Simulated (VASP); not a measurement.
# Ta (I4/mmm) in VASP: a series of runs

Ta is run at these levels: PBEsol; tasks: single point.

All numbers are computed with VASP 6.6.1; they aren't measurements. Logs are shortened: lines on timing, memory, paths and dates and some standing lists are left out, and cuts for length are marked.

## 1. The cell of the first run

The structure is tetragonal, space group I4/mmm (No. 139). Conventional cell: a = 3.402 Å, b = 3.402 Å, c = 3.352 Å, α = 90.00°, β = 90.00°, γ = 90.00°. Within 3.9 Å of Ta (site symmetry 4/mmm) lie 14 Ta at 2.93 to 3.40 Å.

## 2. Single point, PBEsol (strain +0.030 along x and y, +0.015 along z)

Input file INCAR:

```
SYSTEM = Ta
  PREC = Accurate
  ENCUT = 520
  EDIFF = 1E-6
  ISMEAR = 0
  SIGMA = 0.15
  LREAL = .FALSE.
  LASPH = .TRUE.
  NELM = 100
  ALGO = Fast
  ISIF = 2
  LWAVE = .FALSE.
  LCHARG = .FALSE.
  GGA = PS
  NBANDS = 12
```

Input file KPOINTS:

```
regular mesh
0
G
  20 20 20
  0 0 0
```

Input file POSCAR:

```
Ta
1.0
   -1.7008184000      1.7008184000      1.6760492000
    1.7008184000     -1.7008184000      1.6760492000
    1.7008184000      1.7008184000     -1.6760492000
Ta
1
Direct
    0.0000000000      0.0000000000      0.0000000000
```

Potentials or basis: VASP PAW PBE potentials, release 64 (Ta_pv).

Launch:

```sh
$ cat potpaw_PBE.64/Ta_pv/POTCAR > POTCAR
$ mpirun -np 1 vasp_std > vasp.out
```

OUTCAR:

```text
SYSTEM = Ta
   PREC = Accurate
   ENCUT = 520
   EDIFF = 1E-6
   ISMEAR = 0
   LREAL = .FALSE.
   LASPH = .TRUE.
   NELM = 100
   ISIF = 2
   GGA = PS

 ion  position               nearest neighbor table
   1  0.000  0.000  0.000-

  LATTYP: Found a body centered tetragonal cell.
 ALAT       =     3.4016368000
 C/A-ratio  =     0.9854368932

  Lattice vectors:

 A1 = (  -1.7008184000,   1.7008184000,   1.6760492000)
 A2 = (   1.7008184000,  -1.7008184000,   1.6760492000)
 A3 = (   1.7008184000,   1.7008184000,  -1.6760492000)

Analysis of symmetry for initial positions (statically):
=====================================================================
 Subroutine PRICEL returns:
 Original cell was already a primitive cell.

 Routine SETGRP: Setting up the symmetry group for a
 body centered tetragonal supercell.

 Subroutine GETGRP returns: Found 16 space group operations
 (whereof 16 operations were pure point group operations)
 out of a pool of 16 trial point group operations.

The static configuration has the point symmetry D_4h.

Analysis of symmetry for dynamics (positions and initial velocities):
=====================================================================
 Subroutine PRICEL returns:
 Original cell was already a primitive cell.

 Routine SETGRP: Setting up the symmetry group for a
 body centered tetragonal supercell.

 Subroutine GETGRP returns: Found 16 space group operations
 (whereof 16 operations were pure point group operations)
 out of a pool of 16 trial point group operations.

The dynamic configuration has the point symmetry D_4h.

 Subroutine INISYM returns: Found 16 space group operations
 (whereof 16 operations are pure point group operations),
 and found     1 'primitive' translations

----------------------------------------------------------------------------------------

                                     Primitive cell

  volume of cell :      19.3938

  direct lattice vectors                    reciprocal lattice vectors
    -1.700818400  1.700818400  1.676049200     0.000000000  0.293976123  0.298320598
     1.700818400 -1.700818400  1.676049200     0.293976123  0.000000000  0.298320598
     1.700818400  1.700818400 -1.676049200     0.293976123  0.293976123  0.000000000

  length of vectors
     2.931673137  2.931673137  2.931673137     0.418828295  0.418828295  0.415745021

  position of ions in fractional coordinates (direct lattice)
     0.000000000  0.000000000  0.000000000

  ion indices of the primitive-cell ions
   primitive index   ion index
                 1           1

[... 85 lines left out ...]
   EFERMI =   0.00;   METHOD = LEGACY
   ISMEAR =     0;   SIGMA  =   0.15  broadening in eV -4-tet -1-fermi 0-gaus
   EFERMI_NEDOS =   21; number of points for ismear=-14 and -15
   IALGO  =     68    algorithm
   IMIX   =      4    mixing-type and parameters
     AMIX     =   0.40;   BMIX     =  1.00
     AMIX_MAG =   1.60;   BMIX_MAG =  1.00
  volume/ion in A,a.u.               =      19.39       130.88
  Fermi-wavevector in a.u.,A,eV,Ry     =   1.355142  2.560847 24.985877  1.836410
  Thomas-Fermi vector in A             =   2.482255
   LORBIT       =      0    0 simple, 1 ext, 2 COOP (PROOUT), +10 PAW based schemes
   GGA     = PS    functional components
   LHFCALC =     F    Hartree Fock is set to
   AEXX    =    0.0000 exact exchange contribution
   IVDW    =     0    specifies the selected vdW correction
   LEPSILON=     F    determine dielectric tensor
   LRPA    =     F    only Hartree local field effects (RPA)
 non-spin polarized calculation
 RMM-DIIS sequential band-by-band and
 Gauss-broadening in eV      SIGMA  =   0.15
  energy-cutoff  :      520.00
  volume of cell :       19.39
 maximum number of plane-waves:       539
 NGX is ok and might be reduce to    24
   NGX = 11   NGY = 11   NGZ = 11

 number of electron      10.9999999 magnetization

 Free energy of the ion-electron system (eV)
  ---------------------------------------------------
  ext. energy  EPLUGINS =         0.00000000
  ---------------------------------------------------
  free energy    TOTEN  =       -12.46566633 eV

  energy without entropy =      -12.44992298  energy(sigma->0) =      -12.45779466

 E-fermi :   4.7419     XC(G=0): -12.3546

 val. band max:        4.7407444456   @ k =  -0.2000   0.2500   0.0500
 cond. band min:       4.7429462665   @ k =  -0.2000   0.2500   0.1500
 fundamental gap:      0.0022018209
 Fermi energy:         4.7418923149

 k-point     1 :       0.0000    0.0000    0.0000
  band No.  band energies     occupation
      1     -28.5810      2.00000
      2     -28.5810      2.00000
      3     -28.5774      2.00000
      4      -2.8960      2.00000
      5       5.3409      0.00000
      6       5.5118      0.00000
      7       5.5118      0.00000
      8       8.3466      0.00000
      9       8.5785      0.00000
     10      19.3537      0.00000
     11      19.3537      0.00000
     12      19.6085      0.00000
[... 331 lines left out ...]
 k-point    24 :      -0.3500    0.0500    0.0000
  band No.  band energies     occupation
      1     -29.2612      2.00000
      2     -28.8080      2.00000
      3     -28.5933      2.00000
      4       0.2129      2.00000
      5       3.8154      2.00000
      6       4.5889      1.85088
      7       8.1749      0.00000
      8       8.8901      0.00000
      9       9.3687      0.00000
     10      17.8828      0.00000
     11      18.7134      0.00000
     12      19.1805      0.00000

 [... further k-points ...]

------------------------ aborting loop because EDIFF is reached ----------------------------------------

  FORCE on cell =-STRESS in cart. coord.  units (eV):
  Direction    XX          YY          ZZ          XY          YZ          ZX
  --------------------------------------------------------------------------------------
  -------------------------------------------------------------------------------------
  Total       -2.0123740     -2.0123740     -1.8516916      0.0000000     -0.0000000      0.0000000
  in kB     -166.2480765   -166.2480765   -152.9736376      0.0000000     -0.0000000      0.0000000
  external PRESSURE =    -161.8232635 kB  Pullay stress =       0.0000000 kB

 VOLUME and BASIS-vectors are now :
 -----------------------------------------------------------------------------
  energy-cutoff  :      520.00
  volume of cell :       19.39
      direct lattice vectors                 reciprocal lattice vectors
    -1.700818400  1.700818400  1.676049200     0.000000000  0.293976123  0.298320598
     1.700818400 -1.700818400  1.676049200     0.293976123  0.000000000  0.298320598
     1.700818400  1.700818400 -1.676049200     0.293976123  0.293976123  0.000000000

 POSITION                                       TOTAL-FORCE (eV/Angst)
 -----------------------------------------------------------------------------------
      0.00000      0.00000      0.00000         0.000000     -0.000000      0.000000
 -----------------------------------------------------------------------------------
    total drift:                               -0.000000      0.000000     -0.000000

  FREE ENERGIE OF THE ION-ELECTRON SYSTEM (eV)
  ---------------------------------------------------
  free  energy   TOTEN  =       -12.4656663324 eV

  energy  without entropy=      -12.4499229833  energy(sigma->0) =      -12.45779466
```

Run time: 2.5 min. Hardware: 1 thread of Intel Xeon 8259CL, shared host; peak memory 0.26 GiB.

Results:

| Item | Value |
| --- | --- |
| Free energy | -12.4657 eV |
| Pressure | -16.2 GPa |
| Band gap on the k mesh | zero (an odd number of electrons rules out a gap without spin polarisation) |

Caveat: the cell differs from its parent crystal (strain +0.030 along x and y, +0.015 along z); the cell stands under tension; the PAW data sets were made with another functional, which shifts forces and pressure a little; spin-orbit coupling is left out, which moves the levels of the heavy elements.

## 3. Single point, PBEsol (strain -0.030 along x and y, -0.015 along z)

Input file INCAR:

```
ALGO     = Fast           # electronic algorithm
EDIFF    = 1E-6           # SCF threshold, eV
ENCUT    = 520            # plane-wave cutoff, eV
GGA      = PS             # functional
ISIF     = 2              # what is computed and relaxed
ISMEAR   = 0              # smearing method
LASPH    = True           # aspherical terms in the spheres
LCHARG   = False          # write CHGCAR
LREAL    = False          # projectors in reciprocal space
LWAVE    = False          # write WAVECAR
NBANDS   = 12             # bands
NELM     = 80             # most SCF steps
PREC     = Accurate       # precision mode
SIGMA    = 0.15           # smearing width, eV
```

Input file KPOINTS:

```
k-points
0
Gamma
  20 20 20
```

Input file POSCAR:

```
Ta
1.0
   -1.6017416000      1.6017416000      1.6265108000
    1.6017416000     -1.6017416000      1.6265108000
    1.6017416000      1.6017416000     -1.6265108000
Ta
1
Direct
    0.0000000000      0.0000000000      0.0000000000
```

Potentials or basis: VASP PAW PBE potentials, release 64 (Ta_pv).

Launch:

```sh
$ cat potpaw_PBE.64/Ta_pv/POTCAR > POTCAR
$ mpirun -np 1 vasp_std > vasp.out
```

Run time: 2.3 min. Hardware: 1 thread of Intel Xeon 8259CL, shared host; peak memory 0.25 GiB.

Results (log left out):

| Quantity | Value |
| --- | --- |
| Free energy | -12.5164 eV |
| Pressure | 13.7 GPa |
| Band gap on the k mesh | zero (an odd number of electrons rules out a gap without spin polarisation) |

Stress tensor (GPa, compression positive):
```
14.39  0.00  0.00
 0.00 14.39  0.00
 0.00  0.00 12.16
```

Levels at points of the mesh, in eV from the Fermi level:
```csv
k point,band 2,band 3,band 4,band 5,band 6,band 7,band 8,band 9
"(0.00, 0.00, 0.00)",-32.70,-32.70,-8.20,0.66,0.66,0.87,4.12,4.42
"(0.50, 0.00, 0.00)",-33.18,-32.71,-4.73,-1.71,1.97,4.09,5.30,8.58
"(0.50, 0.50, 0.00)",-33.20,-32.73,-4.73,-1.92,2.09,4.40,5.43,8.63
"(0.50, 0.50, 0.50)",-33.73,-33.73,-4.30,-4.25,7.45,7.52,7.52,9.14
```

Caveat: the cell differs from its parent crystal (strain -0.030 along x and y, -0.015 along z); the cell stands under pressure; the PAW data sets were made with another functional, which shifts forces and pressure a little; spin-orbit coupling is left out, which moves the levels of the heavy elements.

## 4. Single point, PBEsol (strain -0.015 along x and y, -0.030 along z)

Input file INCAR:

```
SYSTEM = Ta
PREC = Accurate
ENCUT = 520
EDIFF = 1E-7
ISMEAR = 0
SIGMA = 0.15
LREAL = .FALSE.
LASPH = .TRUE.
NELM = 60
ALGO = Fast
ISIF = 2
LWAVE = .FALSE.
LCHARG = .FALSE.
GGA = PS
NBANDS = 12
```

Input file KPOINTS:

```
regular mesh
0
G
  20 20 20
  0 0 0
```

Input file POSCAR:

```
Ta
1.0
   -1.6265108000      1.6265108000      1.6017416000
    1.6265108000     -1.6265108000      1.6017416000
    1.6265108000      1.6265108000     -1.6017416000
Ta
1
Direct
    0.0000000000      0.0000000000      0.0000000000
```

Launch:

```sh
$ cat potpaw_PBE.64/Ta_pv/POTCAR > POTCAR
$ mpirun -np 1 vasp_std > vasp.out
```

Wall time 2.6 min (1 thread of Intel Xeon 8259CL, shared host); peak memory 0.25 GiB.

Results (log left out):

- Free energy: -12.5353 eV
- Pressure: 9.8 GPa
- Band gap on the k mesh: zero (an odd number of electrons rules out a gap without spin polarisation)

Stress tensor (GPa, compression positive):
```
 9.07  0.00  0.00
 0.00  9.07  0.00
 0.00  0.00 11.28
```

Levels at points of the mesh, in eV from the Fermi level:
| k point | band 4 | band 5 | band 6 | band 7 | band 8 | band 9 |
| --- | --- | --- | --- | --- | --- | --- |
| (0.00, 0.00, 0.00) | -8.14 | 0.59 | 0.80 | 0.80 | 4.07 | 4.37 |
| (0.50, 0.00, 0.00) | -4.65 | -1.80 | 1.97 | 4.22 | 5.32 | 8.45 |
| (0.50, 0.50, 0.00) | -4.66 | -1.58 | 1.85 | 3.95 | 5.15 | 8.40 |
| (0.50, 0.50, 0.50) | -4.20 | -4.15 | 7.34 | 7.34 | 7.41 | 9.12 |

Caveat: the cell differs from its parent crystal (strain -0.015 along x and y, -0.030 along z); the cell stands under pressure; the PAW data sets were made with another functional, which shifts forces and pressure a little; spin-orbit coupling is left out, which moves the levels of the heavy elements.

## 5. Single point, PBEsol (strain -0.030 along x and y, +0.015 along z)

Input file INCAR:

```
SYSTEM = Ta
  PREC = Accurate
  ENCUT = 520
  EDIFF = 1E-6
  ISMEAR = 0
  SIGMA = 0.15
  LREAL = .FALSE.
  LASPH = .TRUE.
  NELM = 100
  ALGO = Fast
  ISIF = 2
  LWAVE = .FALSE.
  LCHARG = .FALSE.
  GGA = PS
  NBANDS = 12
```

Input file KPOINTS:

```
Automatic mesh
0
G
  20 20 20
  0 0 0
```

Input file POSCAR:

```
Ta
1.0
   -1.6017416000      1.6017416000      1.6760492000
    1.6017416000     -1.6017416000      1.6760492000
    1.6017416000      1.6017416000     -1.6760492000
Ta
1
Direct
    0.0000000000      0.0000000000      0.0000000000
```

Launch:

```sh
$ cat potpaw_PBE.64/Ta_pv/POTCAR > POTCAR
$ mpirun -np 1 vasp_std > vasp.out
```

It took 2 min on 1 thread of Intel Xeon 8259CL, shared host; peak memory 0.25 GiB.

It converged, with:

```yaml
Free_energy: -12.5394 eV
Pressure: 6.4 GPa
Band_gap_on_the_k_mesh: zero (an odd number of electrons rules out a gap without spin polarisation)
```

Stress tensor (GPa, compression positive):
```
8.33 0.00 0.00
0.00 8.33 0.00
0.00 0.00 2.53
```

Levels at points of the mesh, in eV from the Fermi level:
| k point | band 1 | band 2 | band 3 | band 4 | band 5 | band 6 | band 7 | band 8 | band 9 | band 10 |
| --- | --- | --- | --- | --- | --- | --- | --- | --- | --- | --- |
| (0.00, 0.00, 0.00) | -32.84 | -32.83 | -32.83 | -8.10 | 0.55 | 0.55 | 1.14 | 3.73 | 4.54 | 14.74 |
| (0.50, 0.00, 0.00) | -34.21 | -33.25 | -32.84 | -4.60 | -1.47 | 1.73 | 3.66 | 5.17 | 8.20 | 12.26 |
| (0.50, 0.50, 0.00) | -34.19 | -33.31 | -32.88 | -4.59 | -2.08 | 2.08 | 4.61 | 5.44 | 8.36 | 12.07 |
| (0.50, 0.50, 0.50) | -33.87 | -33.74 | -33.74 | -4.17 | -4.02 | 7.10 | 7.30 | 7.30 | 8.33 | 9.50 |

Caveat: the cell differs from its parent crystal (strain -0.030 along x and y, +0.015 along z); the cell stands under pressure; the PAW data sets were made with another functional, which shifts forces and pressure a little; spin-orbit coupling is left out, which moves the levels of the heavy elements.

(Continued in part 2 of 2.)
